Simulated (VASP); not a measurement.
# SnSe (I4/mmm) in VASP: further runs

SnSe is run at these levels: LDA; tasks: single point.

All numbers are computed with VASP 6.6.1; they aren't measurements. Logs are shortened: lines on timing, memory, paths and dates and some standing lists are left out, and cuts for length are marked.

## Step 1: The cell of the first run

It takes space group I4/mmm (No. 139, tetragonal). The conventional cell has a = 3.818 Å, b = 3.818 Å, c = 7.020 Å, α = 90.00°, β = 90.00°, γ = 90.00°. Sn (site symmetry 4/mmm) has 6 Se at 2.70 to 3.51 Å within 3.6 Å. Within 3.6 Å of Se (site symmetry 4/mmm) lie 6 Sn at 2.70 to 3.51 Å.

## Step 2: Single point, LDA

File INCAR:

```
SYSTEM = SnSe
ALGO = Normal
EDIFF = 1E-6
ENCUT = 520
GGA = CA
ISIF = 2
ISMEAR = 0
LASPH = .True.
LCHARG = .False.
LREAL = .False.
LWAVE = .False.
NBANDS = 17
NELM = 60
PREC = Accurate
SIGMA = 0.05
```

File KPOINTS:

```
k-points
0
Gamma
  10 10 10
  0 0 0
```

File POSCAR:

```
SnSe
1.0
    0.0000000000      2.6998964496      3.5098653845
    2.6998964496      0.0000000000      3.5098653845
    2.6998964496      2.6998964496      0.0000000000
Sn Se
1 1
Direct
    0.0000000000      0.0000000000      0.0000000000
    0.5000000000      0.5000000000      0.5000000000
```

Potentials or basis: VASP PAW LDA potentials, release 64 (Sn_d, Se).

Launch:

```
$ cat potpaw_LDA.64/Sn_d/POTCAR potpaw_LDA.64/Se/POTCAR > POTCAR
$ mpirun -np 1 vasp_std > vasp.out
```

OUTCAR:

```text
SYSTEM = SnSe
   EDIFF = 1E-6
   ENCUT = 520
   GGA = CA
   ISIF = 2
   ISMEAR = 0
   LASPH = .True.
   LREAL = .False.
   NELM = 60
   PREC = Accurate

 ion  position               nearest neighbor table
   1  0.000  0.000  0.000-   2 2.70   2 2.70   2 2.70   2 2.70
   2  0.500  0.500  0.500-   1 2.70   1 2.70   1 2.70   1 2.70

  LATTYP: Found a body centered tetragonal cell.
 ALAT       =     3.8182301760
 C/A-ratio  =     1.8384776311

  Lattice vectors:

 A1 = (  -2.6998964496,   0.0000000000,   3.5098653845)
 A2 = (   2.6998964496,   0.0000000000,   3.5098653845)
 A3 = (   0.0000000000,   2.6998964496,  -3.5098653845)

Analysis of symmetry for initial positions (statically):
=====================================================================
 Subroutine PRICEL returns:
 Original cell was already a primitive cell.

 Routine SETGRP: Setting up the symmetry group for a
 body centered tetragonal supercell.

 Subroutine GETGRP returns: Found 16 space group operations
 (whereof 16 operations were pure point group operations)
 out of a pool of 16 trial point group operations.

The static configuration has the point symmetry D_4h.

Analysis of symmetry for dynamics (positions and initial velocities):
=====================================================================
 Subroutine PRICEL returns:
 Original cell was already a primitive cell.

 Routine SETGRP: Setting up the symmetry group for a
 body centered tetragonal supercell.

 Subroutine GETGRP returns: Found 16 space group operations
 (whereof 16 operations were pure point group operations)
 out of a pool of 16 trial point group operations.

The dynamic configuration has the point symmetry D_4h.

 Subroutine INISYM returns: Found 16 space group operations
 (whereof 16 operations are pure point group operations),
 and found     1 'primitive' translations

----------------------------------------------------------------------------------------

                                     Primitive cell

  volume of cell :      51.1699

  direct lattice vectors                    reciprocal lattice vectors
     0.000000000  2.699896450  3.509865384    -0.185192288  0.185192288  0.142455606
     2.699896450  0.000000000  3.509865384     0.185192288 -0.185192288  0.142455606
     2.699896450  2.699896450  0.000000000     0.185192288  0.185192288 -0.142455606

  length of vectors
     4.428159421  4.428159421  3.818230176     0.298137496  0.298137496  0.298137496

  position of ions in fractional coordinates (direct lattice)
     0.000000000  0.000000000  0.000000000
     0.500000000  0.500000000  0.500000000

  ion indices of the primitive-cell ions
   primitive index   ion index
                 1           1
                 2           2

----------------------------------------------------------------------------------------

 KPOINTS: k-points

Automatic generation of k-mesh.
 Grid dimensions read from file:
 generate k-points for:   10   10   10

 Generating k-lattice:

  Cartesian coordinates                     Fractional coordinates (reciprocal lattice)
    -0.018519229  0.018519229  0.014245561     0.100000000  0.000000000  0.000000000
     0.018519229 -0.018519229  0.014245561     0.000000000  0.100000000  0.000000000
     0.018519229  0.018519229 -0.014245561    -0.000000000 -0.000000000  0.100000000

  Length of vectors
     0.029813750  0.029813750  0.029813750

  Shift w.r.t. Gamma in fractional coordinates (k-lattice)
     0.000000000  0.000000000  0.000000000

 Subroutine IBZKPT returns following result:
 ===========================================

 Found    102 irreducible k-points:

 Following reciprocal coordinates:
            Coordinates               Weight
  0.000000  0.000000  0.000000      1.000000
  0.100000  0.000000  0.000000      8.000000
  0.200000  0.000000  0.000000      8.000000
  0.300000  0.000000  0.000000      8.000000
  0.400000  0.000000  0.000000      8.000000
  0.500000  0.000000  0.000000      4.000000
[... 16 lines left out ...]
  0.300000  0.300000  0.000000      2.000000
  0.400000  0.300000  0.000000      8.000000
 [... further k-points ...]
   k-points           NKPTS =    102   k-points in BZ     NKDIM =    102   number of bands    NBANDS=     17
   number of dos      NEDOS =    301   number of ions     NIONS =      2
   total plane-waves  NPLWV =  36288
   dimension x,y,z NGX =    36 NGY =   36 NGZ =   28
   dimension x,y,z NGXF=    72 NGYF=   72 NGZF=   56
   ions per type =               1   1
   NGX,Y,Z   is equivalent  to a cutoff of  13.52, 13.52, 12.19 a.u.
   NGXF,Y,Z  is equivalent  to a cutoff of  27.03, 27.03, 24.38 a.u.
 SYSTEM =  SnSe
   PREC   = accura    normal or accurate (medium, high low for compatibility)
   ISTART =      0    job   : 0-new  1-cont  2-samecut
   ICHARG =      2    charge: 1-file 2-atom 10-const
   ISPIN  =      1    spin polarized calculation?
   LNONCOLLINEAR =      F non collinear calculations
   LSORBIT =      F    spin-orbit coupling
   LASPH  =      T    aspherical Exc in radial PAW
   ENCUT  =  520.0 eV  38.22 Ry    6.18 a.u.   8.23  8.23  7.10*2*pi/ulx,y,z
   NELM   =     60;   NELMIN=  2; NELMDL= -5     # of ELM steps
   EDIFF  = 0.1E-05   stopping-criterion for ELM
   LREAL  =      F    real-space projection
   EDIFFG = 0.1E-04   stopping-criterion for IOM
   NSW    =      0    number of steps for IOM
   IBRION =     -1    ionic relax: 0-MD 1-quasi-New 2-CG
   NFREE  =      0    steps in history (QN), initial steepest desc. (CG)
   ISIF   =      2    stress and relaxation
   ISYM   =      2    0-nonsym 1-usesym 2-fastsym
   POTIM  = 0.5000    time-step for ionic-motion
   TEBEG  =    0.0;   TEEND  =   0.0 temperature during run
   PSTRESS=    0.0 pullay stress
   NELECT =      20.0000    total number of electrons
   NUPDOWN=      -1.0000    fix difference up-down
   EMIN   =  10.00;   EMAX   =-10.00  energy-range for DOS
   EFERMI =   0.00;   METHOD = LEGACY
   ISMEAR =     0;   SIGMA  =   0.05  broadening in eV -4-tet -1-fermi 0-gaus
   EFERMI_NEDOS =   21; number of points for ismear=-14 and -15
   IALGO  =     38    algorithm
   IMIX   =      4    mixing-type and parameters
     AMIX     =   0.40;   BMIX     =  1.00
     AMIX_MAG =   1.60;   BMIX_MAG =  1.00
  volume/ion in A,a.u.               =      25.58       172.66
  Fermi-wavevector in a.u.,A,eV,Ry     =   1.196961  2.261928 19.493274  1.432715
  Thomas-Fermi vector in A             =   2.332888
   LORBIT       =      0    0 simple, 1 ext, 2 COOP (PROOUT), +10 PAW based schemes
   GGA     = CA    functional components
   LHFCALC =     F    Hartree Fock is set to
   AEXX    =    0.0000 exact exchange contribution
   IVDW    =     0    specifies the selected vdW correction
   LEPSILON=     F    determine dielectric tensor
   LRPA    =     F    only Hartree local field effects (RPA)
 non-spin polarized calculation
 Gauss-broadening in eV      SIGMA  =   0.05
  energy-cutoff  :      520.00
  volume of cell :       51.17
 maximum number of plane-waves:      1393
 NGX is ok and might be reduce to    36
   NGX = 17   NGY = 17   NGZ = 15

 number of electron      20.0000007 magnetization

 Free energy of the ion-electron system (eV)
  ---------------------------------------------------
  ext. energy  EPLUGINS =         0.00000000
  ---------------------------------------------------
  free energy    TOTEN  =        -8.74264391 eV

  energy without entropy =       -8.74150952  energy(sigma->0) =       -8.74207671

 E-fermi :   6.3860     XC(G=0): -10.0824

 val. band max:        6.3475893587   @ k =   0.3000   0.1000   0.2000
 cond. band min:       6.4182239029   @ k =   0.5000   0.1000   0.0000
 fundamental gap:      0.0706345442
 Fermi energy:         6.3859825057

 k-point     1 :       0.0000    0.0000    0.0000
  band No.  band energies     occupation
      1     -15.4007      2.00000
      2     -15.3279      2.00000
      3     -15.3252      2.00000
      4     -15.3252      2.00000
      5     -15.3241      2.00000
      6      -8.5728      2.00000
[... 9 lines left out ...]
     16      12.9896      0.00000
     17      12.9896      0.00000

 k-point     2 :       0.1000    0.0000    0.0000
  band No.  band energies     occupation
      1     -15.3978      2.00000
      2     -15.3275      2.00000
      3     -15.3263      2.00000
      4     -15.3246      2.00000
      5     -15.3245      2.00000
      6      -8.4923      2.00000
[... 9 lines left out ...]
     16      12.8009      0.00000
     17      13.1789      0.00000

 k-point     3 :       0.2000    0.0000    0.0000
  band No.  band energies     occupation
      1     -15.3911      2.00000
      2     -15.3362      2.00000
      3     -15.3291      2.00000
      4     -15.3229      2.00000
      5     -15.3147      2.00000
      6      -8.2632      2.00000
[... 9 lines left out ...]
     16      13.1922      0.00000
     17      13.6511      0.00000

 k-point     4 :       0.3000    0.0000    0.0000
  band No.  band energies     occupation
      1     -15.3844      2.00000
      2     -15.3469      2.00000
      3     -15.3325      2.00000
      4     -15.3209      2.00000
      5     -15.3011      2.00000
      6      -7.9311      2.00000
[... 9 lines left out ...]
     16      14.4218      0.00000
     17      14.4537      0.00000

 k-point     5 :       0.4000    0.0000    0.0000
  band No.  band energies     occupation
      1     -15.3800      2.00000
      2     -15.3556      2.00000
      3     -15.3352      2.00000
      4     -15.3192      2.00000
      5     -15.2891      2.00000
      6      -7.6017      2.00000
[... 9 lines left out ...]
     16      15.9876      0.00000
     17      16.0338      0.00000

 k-point     6 :       0.5000    0.0000    0.0000
  band No.  band energies     occupation
      1     -15.3785      2.00000
      2     -15.3589      2.00000
      3     -15.3362      2.00000
      4     -15.3186      2.00000
      5     -15.2843      2.00000
      6      -7.4539      2.00000
[... 9 lines left out ...]
     16      16.4533      0.00000
     17      17.4381      0.00000

 k-point     7 :       0.1000    0.1000    0.0000
  band No.  band energies     occupation
      1     -15.4021      2.00000
      2     -15.3282      2.00000
      3     -15.3243      2.00000
      4     -15.3243      2.00000
      5     -15.3239      2.00000
      6      -8.5198      2.00000
[... 9 lines left out ...]
     16      13.5552      0.00000
     17      13.5552      0.00000

 k-point     8 :       0.2000    0.1000    0.0000
  band No.  band energies     occupation
      1     -15.4003      2.00000
      2     -15.3272      2.00000
      3     -15.3254      2.00000
      4     -15.3242      2.00000
      5     -15.3227      2.00000
      6      -8.3918      2.00000
[... 9 lines left out ...]
     16      13.6638      0.00000
     17      13.8658      0.00000
[... 203 lines left out ...]
      1     -15.3893      2.00000
      2     -15.3462      2.00000
      3     -15.3292      2.00000
      4     -15.3175      2.00000
      5     -15.3024      2.00000
      6      -7.6580      2.00000
[... 9 lines left out ...]
     16      16.6596      0.00000
     17      17.1842      0.00000

 k-point    20 :      -0.4000    0.2000    0.0000
  band No.  band energies     occupation
      1     -15.3823      2.00000
      2     -15.3551      2.00000
      3     -15.3337      2.00000
      4     -15.3177      2.00000
      5     -15.2900      2.00000
      6      -7.4473      2.00000
[... 9 lines left out ...]
     16      16.2564      0.00000
     17      16.2589      0.00000

 k-point    21 :      -0.3000    0.2000    0.0000
  band No.  band energies     occupation
      1     -15.3783      2.00000
      2     -15.3586      2.00000
      3     -15.3364      2.00000
      4     -15.3189      2.00000
      5     -15.2846      2.00000
      6      -7.4612      2.00000
[... 9 lines left out ...]
     16      15.1987      0.00000
     17      17.9331      0.00000

 k-point    22 :      -0.2000    0.2000    0.0000
  band No.  band energies     occupation
      1     -15.3783      2.00000
      2     -15.3556      2.00000
      3     -15.3364      2.00000
      4     -15.3205      2.00000
      5     -15.2889      2.00000
      6      -7.6982      2.00000
[... 9 lines left out ...]
     16      14.3649      0.00000
     17      16.3162      0.00000

 k-point    23 :       0.3000    0.3000    0.0000
  band No.  band energies     occupation
      1     -15.4103      2.00000
      2     -15.3300      2.00000
      3     -15.3227      2.00000
      4     -15.3188      2.00000
      5     -15.3188      2.00000
      6      -8.1798      2.00000
[... 9 lines left out ...]
     16      15.7577      0.00000
     17      17.0356      0.00000

 k-point    24 :       0.4000    0.3000    0.0000
  band No.  band energies     occupation
      1     -15.4087      2.00000
      2     -15.3269      2.00000
      3     -15.3259      2.00000
      4     -15.3191      2.00000
      5     -15.3174      2.00000
      6      -8.0293      2.00000
[... 9 lines left out ...]
     16      16.3579      0.00000
     17      18.1464      0.00000

 [... further k-points ...]

------------------------ aborting loop because EDIFF is reached ----------------------------------------

  FORCE on cell =-STRESS in cart. coord.  units (eV):
  Direction    XX          YY          ZZ          XY          YZ          ZX
  --------------------------------------------------------------------------------------
  -------------------------------------------------------------------------------------
  Total        5.0298300      5.0298300     -2.1615022      0.0000000     -0.0000000     -0.0000000
  in kB      157.4886351    157.4886351    -67.6786354      0.0000000     -0.0000000     -0.0000000
  external PRESSURE =      82.4328783 kB  Pullay stress =       0.0000000 kB

 VOLUME and BASIS-vectors are now :
 -----------------------------------------------------------------------------
  energy-cutoff  :      520.00
  volume of cell :       51.17
      direct lattice vectors                 reciprocal lattice vectors
     0.000000000  2.699896450  3.509865384    -0.185192288  0.185192288  0.142455606
     2.699896450  0.000000000  3.509865384     0.185192288 -0.185192288  0.142455606
     2.699896450  2.699896450  0.000000000     0.185192288  0.185192288 -0.142455606

 POSITION                                       TOTAL-FORCE (eV/Angst)
 -----------------------------------------------------------------------------------
      0.00000      0.00000      0.00000        -0.000000      0.000000     -0.000000
      2.69990      2.69990      3.50987         0.000000     -0.000000      0.000000
 -----------------------------------------------------------------------------------
    total drift:                               -0.000000      0.000000      0.000000

  FREE ENERGIE OF THE ION-ELECTRON SYSTEM (eV)
  ---------------------------------------------------
  free  energy   TOTEN  =        -8.7426439070 eV

  energy  without entropy=       -8.7415095196  energy(sigma->0) =       -8.74207671
```

Run time: 74 s. Hardware: 1 thread of Intel Xeon 8259CL, shared host; peak memory 0.22 GiB.

Results:

| Item | Value |
| --- | --- |
| Free energy | -8.7426 eV |
| Pressure | 8.2 GPa |
| Band gap on the k mesh | zero (bands 10 and 11 overlap by 0.99 eV) |

Caveat: the cell stands under pressure; spin-orbit coupling is left out, which moves the levels of the heavy elements.

(Continued in part 2 of 2.)
